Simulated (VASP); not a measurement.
Write the native input for VASP 6.6.1 that does the following.

* Task: single point
* Functional: PBE
* Potentials or basis: VASP PAW PBE potentials, release 64 (Li_sv, Bi_d, S)
* Cutoff: 520 eV
* k mesh: 8 × 8 × 8
* Occupations: gaussian, width 0.1 eV
* Spin: no spin polarisation
* Dipole correction: no
* Further INCAR settings: ALGO = Normal; EDIFF = 1e-07; NBANDS = 27

The structure of Li5BiS lies in POSCAR:

```
Li5BiS
1.0
    0.0000000000      4.8424043978      4.8424043978
    4.8424043978      0.0000000000      4.8424043978
    4.8424043978      4.8424043978      0.0000000000
Li Bi S
5 1 1
Direct
    0.5994616455      0.2016150636      0.5994616455
    0.5994616455      0.5994616455      0.5994616455
    0.2016150636      0.5994616455      0.5994616455
    0.5994616455      0.5994616455      0.2016150636
    0.2500000000      0.2500000000      0.2500000000
    0.7500000000      0.7500000000      0.7500000000
    0.0000000000      0.0000000000      0.0000000000
```

The cell was generated, and may not be a known phase.

These files were run (other wordings do the same):

INCAR

```
SYSTEM = Li5BiS
PREC = Accurate ; ENCUT = 520
EDIFF = 1E-7 ; ISMEAR = 0
SIGMA = 0.1 ; LREAL = .FALSE.
LASPH = .TRUE. ; NELM = 60
ALGO = Normal ; ISIF = 2
LWAVE = .FALSE. ; LCHARG = .FALSE.
GGA = PE ; NBANDS = 27
```

KPOINTS

```
regular mesh
0
G
  8 8 8
  0 0 0
```

Potentials or basis: VASP PAW PBE potentials, release 64 (Li_sv, Bi_d, S).

The run is started by

```console
$ cat potpaw_PBE.64/Li_sv/POTCAR potpaw_PBE.64/Bi_d/POTCAR potpaw_PBE.64/S/POTCAR > POTCAR
$ mpirun -np 1 vasp_std > vasp.out
```

Results of the run:

```yaml
Largest_force: 0.004 eV/Å
Band_gap_on_the_k_mesh: zero (bands 18 and 19 overlap by 0.57 eV)
```

Caveat: spin-orbit coupling is left out, which moves the levels of the heavy elements.

It took 3.6 min on 1 thread of AMD EPYC 9R45 96-Core Processor (Zen 5), on a shared host, peak memory 0.45 GiB.
